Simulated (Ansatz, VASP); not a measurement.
GeOs2 in VASP and in Ansatz

```
Ge Os
1.0
    -1.70131    1.70131    3.90331
     1.70131   -1.70131    3.90331
     1.70131    1.70131   -3.90331
Ge Os
1 2
Direct
  0.00000 0.00000 0.00000
  0.66972 0.66972 0.00000
  0.33028 0.33028 0.00000
```

Alike in both runs: functional PBE; k mesh 6 × 6 × 6; occupations gaussian, width 0.1 eV; no spin polarisation.

Ansatz relaxed the structure, and its values are those at the end. VASP's run is a single point on that final structure, the one shown.

```csv
,VASP,Ansatz
version,VASP 6.6.1,Ansatz 0.2.0
potentials or method,"VASP PAW PBE potentials, release 64 (Ge_d, Os), cutoff 520 eV","scalar-relativistic, plane waves, PAW"
valence electrons in the cell,30,46
```

Ansatz gave:

* gap on the k mesh at the Fermi level (eV): none
* pressure (GPa): 0.0
* rms of the force components (eV/Å): 0.008

Task: Estimate VASP's values.

Result: gap on the k mesh at the Fermi level (eV): none; pressure (GPa): 0.4; rms of the force components (eV/Å): 0.021.

A gap of «none» marks a metal or a gap that the smearing closes. VASP's potentials hold 30 valence electrons a cell and Ansatz's 46, so a difference there can come from the potentials and not from the codes.

The k mesh is coarse, so the values compare programs but aren't converged. Neither program's run includes spin-orbit coupling.
